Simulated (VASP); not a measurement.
# FePtC4N4 (P-43m) in VASP: a series of runs

The runs below take FePtC4N4 through single point, with PBE.

Everything below comes from runs of VASP 6.6.1. Logs are shortened: lines on timing, memory, paths and dates and some standing lists are left out, and cuts for length are marked.

**1. The cell of the first run**

Symmetry: P-43m, No. 215, cubic system. Conventional cell: a = 5.907 Å, b = 5.907 Å, c = 5.907 Å, α = 90.00°, β = 90.00°, γ = 90.00°. Fe (site symmetry -43m) has 4 C at 1.94 Å within 2.6 Å. Within 2.7 Å of Pt (site symmetry -43m) lie 4 N at 2.01 Å. C (site symmetry 3m) has 1 N at 1.17 Å within 1.6 Å. N (site symmetry 3m) has 1 C at 1.17 Å within 1.6 Å.

**2. Single point, PBE, collinear spin, ferromagnetic start**

File INCAR:

```
ALGO = Normal ; EDIFF = 1E-7
ENCUT = 520 ; GGA = PE
ISIF = 2 ; ISMEAR = 0
ISPIN = 2 ; LASPH = T
LCHARG = T ; LELF = T
LMAXMIX = 4 ; LORBIT = 11
LREAL = F ; LVHAR = T
LWAVE = F ; MAGMOM = 4 0 0 0 0 0 0 0 0 0
NBANDS = 42 ; NELM = 150
PREC = Accurate ; SIGMA = 0.1
```

File KPOINTS:

```
k-points
0
Gamma
  4 4 4
```

File POSCAR:

```
FePtC4N4
1.0
    5.9068706000      0.0000000000      0.0000000000
    0.0000000000      5.9068706000      0.0000000000
    0.0000000000      0.0000000000      5.9068706000
Fe Pt C N
1 1 4 4
Direct
    0.0000000000      0.0000000000      0.0000000000
    0.5000000000      0.5000000000      0.5000000000
    0.1894243000      0.1894243000      0.1894243000
    0.1894243000      0.8105757000      0.8105757000
    0.8105757000      0.1894243000      0.8105757000
    0.8105757000      0.8105757000      0.1894243000
    0.3037826200      0.3037826200      0.3037826200
    0.3037826200      0.6962173800      0.6962173800
    0.6962173800      0.3037826200      0.6962173800
    0.6962173800      0.6962173800      0.3037826200
```

Potentials or basis: VASP PAW PBE potentials, release 64 (Fe, Pt, C, N).

The run is started by

```console
> cat potpaw_PBE.64/Fe/POTCAR potpaw_PBE.64/Pt/POTCAR potpaw_PBE.64/C/POTCAR potpaw_PBE.64/N/POTCAR > POTCAR
> mpirun -np 1 vasp_std > vasp.out
```

OUTCAR:

```text
EDIFF = 1E-7
   ENCUT = 520
   GGA = PE
   ISIF = 2
   ISMEAR = 0
   ISPIN = 2
   LASPH = T
   LORBIT = 11
   LREAL = F
   NELM = 150
   PREC = Accurate

 ion  position               nearest neighbor table
   1  0.000  0.000  0.000-   3 1.94   4 1.94   5 1.94   6 1.94
   2  0.500  0.500  0.500-   7 2.01   8 2.01   9 2.01  10 2.01
   3  0.189  0.189  0.189-   7 1.17   1 1.94
   4  0.189  0.811  0.811-   8 1.17   1 1.94
   5  0.811  0.189  0.811-   9 1.17   1 1.94
   6  0.811  0.811  0.189-  10 1.17   1 1.94
   7  0.304  0.304  0.304-   3 1.17   2 2.01
   8  0.304  0.696  0.696-   4 1.17   2 2.01
   9  0.696  0.304  0.696-   5 1.17   2 2.01
  10  0.696  0.696  0.304-   6 1.17   2 2.01

  LATTYP: Found a simple cubic cell.
 ALAT       =     5.9068706000

  Lattice vectors:

 A1 = (   5.9068706000,   0.0000000000,   0.0000000000)
 A2 = (   0.0000000000,   5.9068706000,   0.0000000000)
 A3 = (   0.0000000000,   0.0000000000,   5.9068706000)

Analysis of symmetry for initial positions (statically):
=====================================================================
 Subroutine PRICEL returns:
 Original cell was already a primitive cell.

 Routine SETGRP: Setting up the symmetry group for a
 simple cubic supercell.

 Subroutine GETGRP returns: Found 24 space group operations
 (whereof 24 operations were pure point group operations)
 out of a pool of 48 trial point group operations.

The static configuration has the point symmetry T_d .

Analysis of symmetry for dynamics (positions and initial velocities):
=====================================================================
 Subroutine PRICEL returns:
 Original cell was already a primitive cell.

 Routine SETGRP: Setting up the symmetry group for a
 simple cubic supercell.

 Subroutine GETGRP returns: Found 24 space group operations
 (whereof 24 operations were pure point group operations)
 out of a pool of 48 trial point group operations.

The dynamic configuration has the point symmetry T_d .

Analysis of structural, dynamic, and magnetic symmetry:
=====================================================================
 Subroutine PRICEL returns:
 Original cell was already a primitive cell.

 Routine SETGRP: Setting up the symmetry group for a
 simple cubic supercell.

 Subroutine GETGRP returns: Found 24 space group operations
 (whereof 24 operations were pure point group operations)
 out of a pool of 48 trial point group operations.

The overall configuration has the point symmetry T_d .

 Subroutine INISYM returns: Found 24 space group operations
 (whereof 24 operations are pure point group operations),
 and found     1 'primitive' translations

----------------------------------------------------------------------------------------

                                     Primitive cell

  volume of cell :     206.0973

  direct lattice vectors                    reciprocal lattice vectors
     5.906870600  0.000000000  0.000000000     0.169294381  0.000000000  0.000000000
     0.000000000  5.906870600  0.000000000     0.000000000  0.169294381  0.000000000
     0.000000000  0.000000000  5.906870600     0.000000000  0.000000000  0.169294381

  length of vectors
     5.906870600  5.906870600  5.906870600     0.169294381  0.169294381  0.169294381

  position of ions in fractional coordinates (direct lattice)
     0.000000000  0.000000000  0.000000000
     0.500000000  0.500000000  0.500000000
     0.189424300  0.189424300  0.189424300
     0.189424300  0.810575700  0.810575700
     0.810575700  0.189424300  0.810575700
     0.810575700  0.810575700  0.189424300
     0.303782620  0.303782620  0.303782620
     0.303782620  0.696217380  0.696217380
     0.696217380  0.303782620  0.696217380
     0.696217380  0.696217380  0.303782620

  ion indices of the primitive-cell ions
   primitive index   ion index
                 1           1
                 2           2
                 3           3
                 4           4
                 5           5
                 6           6
                 7           7
                 8           8
[... 49 lines left out ...]
 SYSTEM =  unknown system
   PREC   = accura    normal or accurate (medium, high low for compatibility)
   ISTART =      0    job   : 0-new  1-cont  2-samecut
   ICHARG =      2    charge: 1-file 2-atom 10-const
   ISPIN  =      2    spin polarized calculation?
   LNONCOLLINEAR =      F non collinear calculations
   LSORBIT =      F    spin-orbit coupling
   LASPH  =      T    aspherical Exc in radial PAW
   ENCUT  =  520.0 eV  38.22 Ry    6.18 a.u.  10.98 10.98 10.98*2*pi/ulx,y,z
   NELM   =    150;   NELMIN=  2; NELMDL= -5     # of ELM steps
   EDIFF  = 0.1E-06   stopping-criterion for ELM
   LREAL  =      F    real-space projection
   EDIFFG = 0.1E-05   stopping-criterion for IOM
   NSW    =      0    number of steps for IOM
   IBRION =     -1    ionic relax: 0-MD 1-quasi-New 2-CG
   NFREE  =      0    steps in history (QN), initial steepest desc. (CG)
   ISIF   =      2    stress and relaxation
   ISYM   =      2    0-nonsym 1-usesym 2-fastsym
   POTIM  = 0.5000    time-step for ionic-motion
   TEBEG  =    0.0;   TEEND  =   0.0 temperature during run
   PSTRESS=    0.0 pullay stress
   NELECT =      54.0000    total number of electrons
   NUPDOWN=      -1.0000    fix difference up-down
   EMIN   =  10.00;   EMAX   =-10.00  energy-range for DOS
   EFERMI =   0.00;   METHOD = LEGACY
   ISMEAR =     0;   SIGMA  =   0.10  broadening in eV -4-tet -1-fermi 0-gaus
   EFERMI_NEDOS =   21; number of points for ismear=-14 and -15
   IALGO  =     38    algorithm
   IMIX   =      4    mixing-type and parameters
     AMIX     =   0.40;   BMIX     =  1.00
     AMIX_MAG =   1.60;   BMIX_MAG =  1.00
  volume/ion in A,a.u.               =      20.61       139.08
  Fermi-wavevector in a.u.,A,eV,Ry     =   1.047567  1.979615 14.930998  1.097397
  Thomas-Fermi vector in A             =   2.182453
   LORBIT       =     11    0 simple, 1 ext, 2 COOP (PROOUT), +10 PAW based schemes
   GGA     = PE    functional components
   LHFCALC =     F    Hartree Fock is set to
   AEXX    =    0.0000 exact exchange contribution
   IVDW    =     0    specifies the selected vdW correction
   LEPSILON=     F    determine dielectric tensor
   LRPA    =     F    only Hartree local field effects (RPA)
 spin polarized calculation
 Gauss-broadening in eV      SIGMA  =   0.10
  energy-cutoff  :      520.00
  volume of cell :      206.10
 maximum number of plane-waves:      5580
 NGX is ok and might be reduce to    48
   NGX = 21   NGY = 21   NGZ = 21

 number of electron      54.0000005 magnetization       3.5492071

 Free energy of the ion-electron system (eV)
  ---------------------------------------------------
  ext. energy  EPLUGINS =         0.00000000
  ---------------------------------------------------
  free energy    TOTEN  =       -76.72494542 eV

  energy without entropy =      -76.69244357  energy(sigma->0) =      -76.70869449

 E-fermi :  -0.9159     XC(G=0):  -7.3118

 val. band max:       -0.9226196363   @ k =   0.5000   0.5000   0.2500
 cond. band min:      -0.8077011209   @ k =   0.0000   0.0000   0.0000
 fundamental gap:      0.1149185155
 Fermi energy:        -0.9158817892

 spin component 1

 k-point     1 :       0.0000    0.0000    0.0000
  band No.  band energies     occupation
      1     -18.8266      1.00000
      2     -18.6979      1.00000
      3     -18.6979      1.00000
      4     -18.6979      1.00000
      5      -9.6639      1.00000
      6      -8.9207      1.00000
[... 409 lines left out ...]
     38       4.3663      0.00000
     39       5.4422      0.00000
 Fermi energy:        -0.9158817892

 spin component 2

 k-point     1 :       0.0000    0.0000    0.0000
  band No.  band energies     occupation
      1     -18.7287      1.00000
      2     -18.5996      1.00000
      3     -18.5996      1.00000
      4     -18.5996      1.00000
      5      -9.6049      1.00000
      6      -8.8636      1.00000
[... 409 lines left out ...]
     38       4.6065      0.00000
     39       5.4794      0.00000
 [bands above 39 left out]

------------------------ aborting loop because EDIFF is reached ----------------------------------------

  FORCE on cell =-STRESS in cart. coord.  units (eV):
  Direction    XX          YY          ZZ          XY          YZ          ZX
  --------------------------------------------------------------------------------------
  -------------------------------------------------------------------------------------
  Total        2.4886551      2.4886551      2.4886551      0.0000000      0.0000000     -0.0000000
  in kB       19.3465227     19.3465227     19.3465227      0.0000000      0.0000000     -0.0000000
  external PRESSURE =      19.3465227 kB  Pullay stress =       0.0000000 kB

 VOLUME and BASIS-vectors are now :
 -----------------------------------------------------------------------------
  energy-cutoff  :      520.00
  volume of cell :      206.10
      direct lattice vectors                 reciprocal lattice vectors
     5.906870600  0.000000000  0.000000000     0.169294381  0.000000000  0.000000000
     0.000000000  5.906870600  0.000000000     0.000000000  0.169294381  0.000000000
     0.000000000  0.000000000  5.906870600     0.000000000  0.000000000  0.169294381

 POSITION                                       TOTAL-FORCE (eV/Angst)
 -----------------------------------------------------------------------------------
      0.00000      0.00000      0.00000        -0.000000     -0.000000     -0.000000
      2.95344      2.95344      2.95344        -0.000000     -0.000000     -0.000000
      1.11890      1.11890      1.11890        -0.797988     -0.797988     -0.797988
      1.11890      4.78797      4.78797        -0.797988      0.797988      0.797988
      4.78797      1.11890      4.78797         0.797988     -0.797988      0.797988
      4.78797      4.78797      1.11890         0.797988      0.797988     -0.797988
      1.79440      1.79440      1.79440         0.636548      0.636548      0.636548
      1.79440      4.11247      4.11247         0.636548     -0.636548     -0.636548
      4.11247      1.79440      4.11247        -0.636548      0.636548     -0.636548
      4.11247      4.11247      1.79440        -0.636548     -0.636548      0.636548
 -----------------------------------------------------------------------------------
    total drift:                               -0.000000     -0.000000     -0.000000

  FREE ENERGIE OF THE ION-ELECTRON SYSTEM (eV)
  ---------------------------------------------------
  free  energy   TOTEN  =       -76.7249454164 eV

  energy  without entropy=      -76.6924435664  energy(sigma->0) =      -76.70869449

 total charge

# of ion       s       p       d       tot
------------------------------------------
    1        0.484   0.681   6.071   7.235
    2        0.572   0.783   7.931   9.286
    3        0.964   1.629   0.000   2.592
    4        0.964   1.629   0.000   2.592
    5        0.964   1.629   0.000   2.592
    6        0.964   1.629   0.000   2.592
    7        1.296   2.578   0.000   3.873
    8        1.296   2.578   0.000   3.873
    9        1.296   2.578   0.000   3.873
   10        1.296   2.578   0.000   3.873
--------------------------------------------------
tot         10.092  18.290  14.001  42.383

 magnetization (x)

# of ion       s       p       d       tot
------------------------------------------
    1        0.018   0.127   2.829   2.973
    2       -0.000  -0.025   0.047   0.021
    3        0.009  -0.025   0.000  -0.017
    4        0.009  -0.025   0.000  -0.017
    5        0.009  -0.025   0.000  -0.017
    6        0.009  -0.025   0.000  -0.017
    7        0.006   0.066   0.000   0.072
    8        0.006   0.066   0.000   0.072
    9        0.006   0.066   0.000   0.072
   10        0.006   0.066   0.000   0.072
--------------------------------------------------
tot          0.078   0.264   2.875   3.216
```

Wall time 8.1 min (1 thread of Intel Xeon Platinum 8259CL at 2.50GHz (Skylake/Cascade Lake), shared host); peak memory 0.48 GiB.

Results:

```
Free energy                                           : -76.7249 eV
Pressure                                              : 1.9 GPa
Largest force                                         : 1.382 eV/Å
Net moment                                            : 3.55 μB per cell
Site moments                                          : Fe +2.97; Pt +0.02; C -0.02; N +0.07 μB
Valence electrons inside the program's atomic spheres : Fe 7.24; Pt 9.29; C 2.59; N 3.87
```

Forces in eV/Å, atoms in the order of the input:
```
Fe   0.000  0.000  0.000
Pt   0.000  0.000  0.000
C   -0.798 -0.798 -0.798
C   -0.798  0.798  0.798
C    0.798 -0.798  0.798
C    0.798  0.798 -0.798
N    0.637  0.637  0.637
N    0.637 -0.637 -0.637
N   -0.637  0.637 -0.637
N   -0.637 -0.637  0.637
```

Caveat: spin-orbit coupling is left out, which moves the levels of the heavy elements; a cell with one magnetic atom can't hold antiferromagnetic order, which such compounds often take; forces of over 1 eV/Å act on the atoms, so gaps and moduli don't describe the material at rest. With open d or f shells a metallic result of PBE can be an artefact of self-interaction; +U or a hybrid may open a gap.

**3. Single point, PBE, collinear spin, ferromagnetic start**

This run uses another cell than the first one, of 20.81 Å³/atom.

File INCAR:

```
SYSTEM = FePtC4N4
PREC = Accurate ; ENCUT = 520
EDIFF = 1E-6 ; ISMEAR = 0
SIGMA = 0.1 ; LREAL = .FALSE.
LASPH = .TRUE. ; NELM = 150
ALGO = Normal ; ISIF = 2
LWAVE = .FALSE. ; LCHARG = .FALSE.
ISPIN = 2 ; MAGMOM = 4 0 0 0 0 0 0 0 0 0
LORBIT = 11 ; LMAXMIX = 4
GGA = PE ; NBANDS = 42
```

File KPOINTS:

```
Automatic mesh
0
G
  4 4 4
  0 0 0
```

File POSCAR:

```
FePtC4N4
1.0
    5.9256649256      0.0000000000      0.0000000000
    0.0000000000      5.9256649256      0.0000000000
    0.0000000000      0.0000000000      5.9256649256
Fe Pt C N
1 1 4 4
Direct
    0.0000000000      0.0000000000      0.0000000000
    0.5000000000      0.5000000000      0.5000000000
    0.1880616052      0.1880616052      0.1880616052
    0.1880616052      0.8119383948      0.8119383948
    0.8119383948      0.1880616052      0.8119383948
    0.8119383948      0.8119383948      0.1880616052
    0.3029921320      0.3029921320      0.3029921320
    0.3029921320      0.6970078680      0.6970078680
    0.6970078680      0.3029921320      0.6970078680
    0.6970078680      0.6970078680      0.3029921320
```

Potentials or basis: VASP PAW PBE potentials, release 64 (Fe, Pt, C, N).

The run is started by

```console
> cat potpaw_PBE.64/Fe/POTCAR potpaw_PBE.64/Pt/POTCAR potpaw_PBE.64/C/POTCAR potpaw_PBE.64/N/POTCAR > POTCAR
> mpirun -np 1 vasp_std > vasp.out
```

Wall time 6.4 min (1 thread of Intel Xeon Platinum 8259CL at 2.50GHz (Skylake/Cascade Lake), shared host); peak memory 0.48 GiB.

It converged, with:

- Free energy: -76.7636 eV
- Pressure: 0.3 GPa
- Largest force: 0.313 eV/Å
- Net moment: 3.54 μB per cell
- Site moments: Fe +2.93; Pt +0.04; C -0.02; N +0.08 μB
- Valence electrons inside the program's atomic spheres: Fe 7.26; Pt 9.23; C 2.57; N 3.85

Forces in eV/Å, atoms in the order of the input:
```
Fe   0.000  0.000  0.000
Pt   0.000  0.000  0.000
C   -0.178 -0.178 -0.178
C   -0.178  0.178  0.178
C    0.178 -0.178  0.178
C    0.178  0.178 -0.178
N    0.181  0.181  0.181
N    0.181 -0.181 -0.181
N   -0.181  0.181 -0.181
N   -0.181 -0.181  0.181
```

Levels at points of the mesh, in eV from the Fermi level:
Spin up:
| k point | band 25 | band 26 | band 27 | band 28 | band 29 | band 30 | band 31 | band 32 | band 33 | band 34 |
| --- | --- | --- | --- | --- | --- | --- | --- | --- | --- | --- |
| (0.00, 0.00, 0.00) | -1.13 | -1.13 | -1.13 | -0.32 | -0.32 | -0.32 | 4.48 | 4.48 | 4.48 | 4.96 |
| (0.50, 0.00, 0.00) | -1.39 | -1.39 | -0.67 | -0.13 | 0.18 | 0.18 | 4.20 | 4.20 | 4.61 | 4.62 |
| (0.50, 0.50, 0.00) | -1.32 | -1.32 | -0.71 | -0.15 | 0.13 | 0.13 | 4.33 | 4.33 | 4.52 | 4.64 |
| (0.50, 0.50, 0.50) | -1.06 | -1.06 | -1.06 | -0.26 | -0.26 | -0.26 | 4.63 | 4.63 | 4.63 | 5.08 |
Spin down:
| k point | band 22 | band 23 | band 24 | band 25 | band 26 | band 27 | band 28 | band 29 |
| --- | --- | --- | --- | --- | --- | --- | --- | --- |
| (0.00, 0.00, 0.00) | -1.99 | -0.41 | -0.41 | -0.41 | 0.11 | 0.11 | 1.00 | 1.00 |
| (0.50, 0.00, 0.00) | -1.49 | -0.80 | -0.39 | -0.39 | -0.16 | 0.37 | 1.13 | 1.26 |
| (0.50, 0.50, 0.00) | -1.44 | -0.81 | -0.29 | -0.29 | -0.17 | 0.38 | 1.17 | 1.17 |
| (0.50, 0.50, 0.50) | -1.90 | -0.27 | -0.27 | -0.27 | 0.13 | 0.13 | 1.03 | 1.03 |

Caveat: spin-orbit coupling is left out, which moves the levels of the heavy elements; a cell with one magnetic atom can't hold antiferromagnetic order, which such compounds often take. With open d or f shells a metallic result of PBE can be an artefact of self-interaction; +U or a hybrid may open a gap.
